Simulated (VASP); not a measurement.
# Pt (Pm-3m) in VASP: further runs

Pt is run at these levels: r2SCAN; tasks: relaxation of cell and atoms.

Everything below comes from runs of VASP 6.6.1. Logs are shortened: lines on timing, memory, paths and dates and some standing lists are left out, and cuts for length are marked.

## Step 1: The cell of the first run

It takes space group Pm-3m (No. 221, cubic). Conventional cell: a = 2.550 Å, b = 2.550 Å, c = 2.550 Å, α = 90.00°, β = 90.00°, γ = 90.00°. Within 3.4 Å of Pt (site symmetry m-3m) lie 6 Pt at 2.55 Å.

## Step 2: Relaxation of cell and atoms, r2SCAN, target pressure 20 GPa, at which the enthalpy is minimised

File POSCAR:

```
Pt
1.0
    2.5500000000      0.0000000000      0.0000000000
    0.0000000000      2.5500000000      0.0000000000
    0.0000000000      0.0000000000      2.5500000000
Pt
1
Direct
    0.0000000000      0.0000000000      0.0000000000
```

File INCAR.step1:

```
ALGO = Normal
EDIFF = 1E-4
ENCUT = 600
GGA = PE
ISMEAR = -1
LASPH = True
LCHARG = False
LREAL = False
LWAVE = True
NELM = 80
PREC = Accurate
SIGMA = 0.05
```

File INCAR.step2:

```
ALGO = Normal
EDIFF = 1E-6
EDIFFG = -0.02
ENCUT = 600
IBRION = 2
ISIF = 3
ISMEAR = -1
ISTART = 1
LASPH = True
LCHARG = False
LMIXTAU = True
LREAL = False
LWAVE = False
METAGGA = R2SCAN
NELM = 80
NSW = 80
PREC = Accurate
PSTRESS = 200.0
SIGMA = 0.05
```

File KPOINTS:

```
k-points
0
Gamma
  8 8 8
```

Potentials or basis: VASP PAW PBE potentials, release 64 (Pt).

Command:

```bash
cat potpaw_PBE.64/Pt/POTCAR > POTCAR
cp INCAR.step1 INCAR
mpirun -np 1 vasp_std > vasp.out
cp INCAR.step2 INCAR
mpirun -np 1 vasp_std > vasp.out
```

OUTCAR:

```text
EDIFF = 1E-6
   EDIFFG = -0.02
   ENCUT = 600
   IBRION = 2
   ISIF = 3
   ISMEAR = -1
   ISTART = 1
   LASPH = True
   LREAL = False
   METAGGA = R2SCAN
   NELM = 80
   NSW = 80
   PREC = Accurate
   PSTRESS = 200.0

 ion  position               nearest neighbor table
   1  0.000  0.000  0.000-

  LATTYP: Found a simple cubic cell.
 ALAT       =     2.5500000000

  Lattice vectors:

 A1 = (   2.5500000000,   0.0000000000,   0.0000000000)
 A2 = (   0.0000000000,   2.5500000000,   0.0000000000)
 A3 = (   0.0000000000,   0.0000000000,   2.5500000000)

Analysis of symmetry for initial positions (statically):
=====================================================================
 Subroutine PRICEL returns:
 Original cell was already a primitive cell.

 Routine SETGRP: Setting up the symmetry group for a
 simple cubic supercell.

 Subroutine GETGRP returns: Found 48 space group operations
 (whereof 48 operations were pure point group operations)
 out of a pool of 48 trial point group operations.

The static configuration has the point symmetry O_h .

Analysis of symmetry for dynamics (positions and initial velocities):
=====================================================================
 Subroutine PRICEL returns:
 Original cell was already a primitive cell.

 Routine SETGRP: Setting up the symmetry group for a
 simple cubic supercell.

 Subroutine GETGRP returns: Found 48 space group operations
 (whereof 48 operations were pure point group operations)
 out of a pool of 48 trial point group operations.

The dynamic configuration has the point symmetry O_h .

 Subroutine INISYM returns: Found 48 space group operations
 (whereof 48 operations are pure point group operations),
 and found     1 'primitive' translations

----------------------------------------------------------------------------------------

                                     Primitive cell

  volume of cell :      16.5814

  direct lattice vectors                    reciprocal lattice vectors
     2.550000000  0.000000000  0.000000000     0.392156863  0.000000000  0.000000000
     0.000000000  2.550000000  0.000000000     0.000000000  0.392156863  0.000000000
     0.000000000  0.000000000  2.550000000     0.000000000  0.000000000  0.392156863

  length of vectors
     2.550000000  2.550000000  2.550000000     0.392156863  0.392156863  0.392156863

  position of ions in fractional coordinates (direct lattice)
     0.000000000  0.000000000  0.000000000

[... 79 lines left out ...]
   IBRION =      2    ionic relax: 0-MD 1-quasi-New 2-CG
   NFREE  =      1    steps in history (QN), initial steepest desc. (CG)
   ISIF   =      3    stress and relaxation
   ISYM   =      2    0-nonsym 1-usesym 2-fastsym
   POTIM  = 0.5000    time-step for ionic-motion
   TEBEG  =    0.0;   TEEND  =   0.0 temperature during run
   PSTRESS=  200.0 pullay stress
   NELECT =      10.0000    total number of electrons
   NUPDOWN=      -1.0000    fix difference up-down
   EMIN   =  10.00;   EMAX   =-10.00  energy-range for DOS
   EFERMI =   0.00;   METHOD = LEGACY
   ISMEAR =    -1;   SIGMA  =   0.05  broadening in eV -4-tet -1-fermi 0-gaus
   EFERMI_NEDOS =   21; number of points for ismear=-14 and -15
   IALGO  =     38    algorithm
   IMIX   =      4    mixing-type and parameters
     AMIX     =   0.40;   BMIX     =  1.00
     AMIX_MAG =   1.60;   BMIX_MAG =  1.00
  volume/ion in A,a.u.               =      16.58       111.90
  Fermi-wavevector in a.u.,A,eV,Ry     =   1.383146  2.613767 26.029204  1.913092
  Thomas-Fermi vector in A             =   2.507771
   LORBIT       =      0    0 simple, 1 ext, 2 COOP (PROOUT), +10 PAW based schemes
   METAGGA = R2SCAN    functional components
   LHFCALC =     F    Hartree Fock is set to
   AEXX    =    0.0000 exact exchange contribution
   IVDW    =     0    specifies the selected vdW correction
   LEPSILON=     F    determine dielectric tensor
   LRPA    =     F    only Hartree local field effects (RPA)
 conjugate gradient relaxation of ions
 non-spin polarized calculation
  energy-cutoff  :      600.00
  volume of cell :       16.58
 maximum number of plane-waves:       568
   NGX = 11   NGY = 11   NGZ = 11

--------------------------------------- Ionic step        1  -------------------------------------------

 number of electron       9.9999998 magnetization

 Free energy of the ion-electron system (eV)
  ---------------------------------------------------
  ext. energy  EPLUGINS =         0.00000000
  ---------------------------------------------------
  free energy    TOTEN  =       -50.94747475 eV

  energy without entropy =      -50.93204555  energy(sigma->0) =      -50.93976015

------------------------ aborting loop because EDIFF is reached ----------------------------------------

  FORCE on cell =-STRESS in cart. coord.  units (eV):
  Direction    XX          YY          ZZ          XY          YZ          ZX
  --------------------------------------------------------------------------------------
  -------------------------------------------------------------------------------------
  Total        1.7196373      1.7196373      1.7196373      0.0000000      0.0000000     -0.0000000
  in kB      166.1601550    166.1601550    166.1601550      0.0000000      0.0000000     -0.0000000
  external PRESSURE =     -33.8398450 kB  Pullay stress =     200.0000000 kB
[... 24 lines left out ...]
--------------------------------------- Ionic step        2  -------------------------------------------

 number of electron      10.0000003 magnetization

 E-fermi :  10.3547     XC(G=0): -14.0713

 val. band max:       10.3462882372   @ k =   0.3750   0.3750   0.2500
 cond. band min:      10.3696671711   @ k =   0.5000   0.3750   0.0000
 fundamental gap:      0.0233789338
 Fermi energy:        10.3547006611

 k-point     1 :       0.0000    0.0000    0.0000
  band No.  band energies     occupation
      1       0.3872      2.00000
      2       3.1845      2.00000
      3       3.1845      2.00000
      4      10.6693      0.00369
      5      10.6693      0.00369
      6      10.6693      0.00369
      7      26.9788      0.00000
      8      26.9788      0.00000
      9      26.9788      0.00000
[... 312 lines left out ...]
--------------------------------------- Ionic step        3  -------------------------------------------

 number of electron       9.9999999 magnetization

 Free energy of the ion-electron system (eV)
  ---------------------------------------------------
  ext. energy  EPLUGINS =         0.00000000
  ---------------------------------------------------
  free energy    TOTEN  =       -50.92621634 eV

  energy without entropy =      -50.91126513  energy(sigma->0) =      -50.91874074

 E-fermi :   9.6290     XC(G=0): -13.8015

 val. band max:        9.6211752275   @ k =   0.3750   0.3750   0.2500
 cond. band min:       9.6626103294   @ k =   0.5000   0.3750   0.0000
 fundamental gap:      0.0414351019
 Fermi energy:         9.6290371693

 k-point     1 :       0.0000    0.0000    0.0000
  band No.  band energies     occupation
      1       0.0861      2.00000
      2       2.8708      2.00000
      3       2.8708      2.00000
      4       9.9093      0.00734
      5       9.9093      0.00734
      6       9.9093      0.00734
      7      26.0363      0.00000
      8      26.0363      0.00000
      9      26.0363      0.00000
[... 308 lines left out ...]
  energy  without entropy=      -50.9112651324  energy(sigma->0) =      -50.91874074

  enthalpy is  TOTEN    =       -48.8796449957 eV   P V=        2.0465713461

 reached required accuracy - stopping structural energy minimisation
```

OSZICAR.step1:

```text
N       E                     dE             d eps       ncg     rms          rms(c)
DAV:   1     0.443243308718E+02    0.44324E+02   -0.59650E+03   638   0.116E+03
DAV:   2    -0.529116678725E+01   -0.49615E+02   -0.47613E+02   703   0.200E+02
DAV:   3    -0.582455686381E+01   -0.53339E+00   -0.52877E+00   730   0.213E+01
DAV:   4    -0.582667733767E+01   -0.21205E-02   -0.21199E-02   701   0.138E+00
DAV:   5    -0.582669767949E+01   -0.20342E-04   -0.20340E-04   734   0.127E-01    0.115E+01
DAV:   6    -0.552693471656E+01    0.29976E+00   -0.86184E-01   638   0.803E+00    0.618E+00
DAV:   7    -0.549736940932E+01    0.29565E-01   -0.92802E-02   662   0.268E+00    0.245E+00
DAV:   8    -0.549411858474E+01    0.32508E-02   -0.24703E-03   654   0.513E-01    0.249E-01
DAV:   9    -0.549404027045E+01    0.78314E-04   -0.23102E-04   368   0.138E-01
   1 F= -.54940403E+01 E0= -.54870481E+01  d E =-.139844E-01
```

It took 22 s on 1 thread of Intel Xeon 6975P-C (Granite Rapids), shared host; peak memory 0.14 GiB.

Results:

| Quantity | Value |
| --- | --- |
| Free energy | -50.9262 eV |
| Relaxed volume | 16.39 Å³/atom |
| Relaxed cell | a = 2.540 Å, b = 2.540 Å, c = 2.540 Å, α = 90.00°, β = 90.00°, γ = 90.00° |
| Space group after relaxing (to 0.05 Å) | Pm-3m (No. 221) |
| Energy change on relaxing (the enthalpy is what falls) | +21.3 meV/atom |
| Ionic steps | 3 |
| Pressure after relaxing | 20.0 GPa |
| Band gap on the k mesh | zero (band 5 reaches 12.14 eV, above the bottom of band 6 at 8.41 eV) |

The path:
```
step  energy change (eV)  largest force (eV/Å)  pressure (GPa)  volume (Å³)
   1              0.0000                0.0000           16.62        16.58
   2              0.1266                0.0000           33.36        15.76
   3              0.0213                0.0000           19.98        16.39
```

Final structure:
```
Pt
1.0
     2.54040    0.00000    0.00000
     0.00000    2.54040    0.00000
     0.00000    0.00000    2.54040
Pt
1
Direct
  0.00000 0.00000 0.00000
```

Caveat: the cell is relaxed towards a set pressure, so the enthalpy falls and the energy may rise; the PAW data sets were made with another functional, which shifts forces and pressure a little; spin-orbit coupling is left out, which moves the levels of the heavy elements.

## Step 3: Relaxation of cell and atoms, r2SCAN, target pressure 30 GPa, at which the enthalpy is minimised

POSCAR is that of step 2.

File INCAR.step1:

```
PREC     = Accurate       # precision mode
ENCUT    = 600            # plane-wave cutoff, eV
ISMEAR   = -1             # smearing method
SIGMA    = 0.05           # smearing width, eV
LREAL    = False          # projectors in reciprocal space
LASPH    = True           # aspherical terms in the spheres
NELM     = 100            # most SCF steps
GGA      = PE             # functional
ALGO     = Normal         # electronic algorithm
EDIFF    = 1E-4           # SCF threshold, eV
LWAVE    = True           # write WAVECAR
LCHARG   = False          # write CHGCAR
```

File INCAR.step2:

```
PREC     = Accurate       # precision mode
ENCUT    = 600            # plane-wave cutoff, eV
EDIFF    = 1E-6           # SCF threshold, eV
ISMEAR   = -1             # smearing method
SIGMA    = 0.05           # smearing width, eV
LREAL    = False          # projectors in reciprocal space
LASPH    = True           # aspherical terms in the spheres
NELM     = 100            # most SCF steps
ALGO     = Normal         # electronic algorithm
ISIF     = 3              # what is computed and relaxed
LWAVE    = False          # write WAVECAR
LCHARG   = False          # write CHGCAR
METAGGA  = R2SCAN         # meta-GGA
LMIXTAU  = True         
IBRION   = 2              # ionic algorithm
NSW      = 80             # ionic steps
EDIFFG   = -0.02          # ionic threshold
PSTRESS  = 300.0        
ISTART   = 1
```

File KPOINTS:

```
Automatic mesh
0
Gamma
  8 8 8
```

Potentials or basis: VASP PAW PBE potentials, release 64 (Pt).

Command:

```bash
cat potpaw_PBE.64/Pt/POTCAR > POTCAR
cp INCAR.step1 INCAR
mpirun -np 1 vasp_std > vasp.out
cp INCAR.step2 INCAR
mpirun -np 1 vasp_std > vasp.out
```

Wall time 36 s (1 thread of Intel Xeon 6975P-C (Granite Rapids), shared host); peak memory 0.14 GiB.

It converged, with:

```
Free energy                                            : -50.8497 eV
Relaxed volume                                         : 15.90 Å³/atom
Relaxed cell                                           : a = 2.515 Å, b = 2.515 Å, c = 2.515 Å, α = 90.00°, β = 90.00°, γ = 90.00°
Space group after relaxing (to 0.05 Å)                 : Pm-3m (No. 221)
Energy change on relaxing (the enthalpy is what falls) : +97.8 meV/atom
Ionic steps                                            : 5
Pressure after relaxing                                : 30.0 GPa
Band gap on the k mesh                                 : zero (band 5 reaches 12.83 eV, above the bottom of band 6 at 8.91 eV)
```

The path:
```tsv
step	energy change (eV)	largest force (eV/Å)	pressure (GPa)	volume (Å³)
1	0.0000	0.0000	16.62	16.58
2	1.1075	0.0000	115.62	13.47
3	0.0887	0.0000	28.97	15.95
4	0.0954	0.0000	29.73	15.91
5	0.0978	0.0000	30.01	15.90
```

Final structure:
```
Pt
1.0
     2.51462    0.00000    0.00000
     0.00000    2.51462    0.00000
     0.00000    0.00000    2.51462
Pt
1
Direct
  0.00000 0.00000 0.00000
```

Levels at points of the mesh, in eV from the Fermi level:
| k point | band 3 | band 4 | band 5 | band 6 | band 7 | band 8 |
| --- | --- | --- | --- | --- | --- | --- |
| (0.00, 0.00, 0.00) | -7.07 | 0.31 | 0.31 | 0.31 | 16.57 | 16.57 |
| (0.50, 0.00, 0.00) | -2.45 | -2.45 | -0.89 | 0.58 | 5.50 | 17.36 |
| (0.50, 0.50, 0.00) | -1.94 | -1.94 | 2.46 | 4.81 | 4.81 | 11.61 |
| (0.50, 0.50, 0.50) | -6.16 | 2.65 | 2.65 | 10.24 | 11.33 | 11.33 |

Caveat: the cell is relaxed towards a set pressure, so the enthalpy falls and the energy may rise; the PAW data sets were made with another functional, which shifts forces and pressure a little; spin-orbit coupling is left out, which moves the levels of the heavy elements.

## Step 4: Relaxation of cell and atoms, r2SCAN

POSCAR is that of step 3.

File INCAR.step1:

```
PREC = Accurate
ENCUT = 550
ISMEAR = -1
SIGMA = 0.05
LREAL = F
LASPH = T
NELM = 120
GGA = PE
ALGO = Normal
EDIFF = 1E-5
LWAVE = T
LCHARG = F
GGA_COMPAT = F
IBRION = 2
ISIF = 3
EDIFFG = -0.005
NELMIN = 4
NSW = 100
```

File INCAR.step2:

```
PREC = Accurate
ENCUT = 550
EDIFF = 1E-7
ISMEAR = -1
SIGMA = 0.05
LREAL = F
LASPH = T
NELM = 120
ALGO = Normal
ISIF = 3
LWAVE = F
LCHARG = F
METAGGA = R2SCAN
LMIXTAU = T
IBRION = 2
NSW = 80
EDIFFG = -0.02
ISTART = 1
GGA_COMPAT = F
NELMIN = 4
```

File KPOINTS:

```
regular mesh
0
Gamma
  8 8 8
```

Potentials or basis: VASP PAW PBE potentials, release 64 (Pt_sv_GW).

Command:

```bash
cat potpaw_PBE.64/Pt_sv_GW/POTCAR > POTCAR
cp INCAR.step1 INCAR
mpirun -np 1 vasp_std > vasp.out
cp INCAR.step2 INCAR
mpirun -np 1 vasp_std > vasp.out
```

It took 70 s on 1 thread of Intel Xeon 6975P-C (Granite Rapids), shared host; peak memory 0.14 GiB.

It converged, with:

```
Free energy                            : -50.9059 eV
Relaxed volume                         : 17.53 Å³/atom
Relaxed cell                           : a = 2.598 Å, b = 2.598 Å, c = 2.598 Å, α = 90.00°, β = 90.00°, γ = 90.00°
Space group after relaxing (to 0.05 Å) : Pm-3m (No. 221)
Energy gained by relaxing              : 38.9 meV/atom
Ionic steps                            : 4
Pressure after relaxing                : 0.0 GPa
Band gap on the k mesh                 : zero (band 9 reaches 10.28 eV, above the bottom of band 10 at 6.93 eV)
```

Step by step:
```csv
step,energy change (eV),largest force (eV/Å),pressure (GPa),volume (Å³)
1,0.0000,0.0000,13.91,16.58
2,0.1716,0.0000,-20.84,20.28
3,-0.0388,0.0000,-0.79,17.59
4,-0.0389,0.0000,0.02,17.53
```

Final structure:
```cif
data_structure
_symmetry_space_group_name_H-M 'P 1'
_symmetry_Int_Tables_number 1
_cell_length_a 2.5977
_cell_length_b 2.5977
_cell_length_c 2.5977
_cell_angle_alpha 90.000
_cell_angle_beta 90.000
_cell_angle_gamma 90.000
_cell_volume 17.53
loop_
_atom_site_label
_atom_site_type_symbol
_atom_site_fract_x
_atom_site_fract_y
_atom_site_fract_z
_atom_site_occupancy
Pt1 Pt 0.00000 0.00000 0.00000 1
```

Levels at points of the mesh, in eV from the Fermi level:
| k point | band 7 | band 8 | band 9 | band 10 | band 11 | band 12 |
| --- | --- | --- | --- | --- | --- | --- |
| (0.00, 0.00, 0.00) | -6.11 | 0.21 | 0.21 | 0.21 | 16.00 | 16.00 |
| (0.50, 0.00, 0.00) | -2.11 | -2.11 | -0.39 | 0.44 | 4.83 | 17.32 |
| (0.50, 0.50, 0.00) | -1.68 | -1.68 | 2.08 | 4.79 | 4.79 | 10.28 |
| (0.50, 0.50, 0.50) | -5.26 | 2.24 | 2.24 | 10.58 | 10.61 | 10.61 |

Caveat: the PAW data sets were made with another functional, which shifts forces and pressure a little; spin-orbit coupling is left out, which moves the levels of the heavy elements.

## Step 5: Overview

| potentials or basis | cell | cutoff (eV) | second run | gap on the mesh (eV) | pressure (GPa) |
| --- | --- | --- | --- | --- | --- |
| VASP PAW PBE potentials, release 64 (Pt) | relaxed to 20 GPa | 600 | - | none | 20.0 |
| VASP PAW PBE potentials, release 64 (Pt) | relaxed to 30 GPa | 600 | - | none | 30.0 |
| VASP PAW PBE potentials, release 64 (Pt_sv_GW) | relaxed | 550 | valence_matched | none | 0.0 |

Alike in all rows: task relaxation of cell and atoms; level r2SCAN; no spin polarisation; k mesh 8 × 8 × 8; smearing fermi-dirac 0.05 eV.

Caveats: the PAW data sets were made with another functional, which shifts forces and pressure a little; spin-orbit coupling is left out, which moves the levels of the heavy elements; the cell is relaxed towards a set pressure, so the enthalpy falls and the energy may rise (some runs).

Total energies depend on the potentials used, so only differences within one code and one set of settings carry meaning.
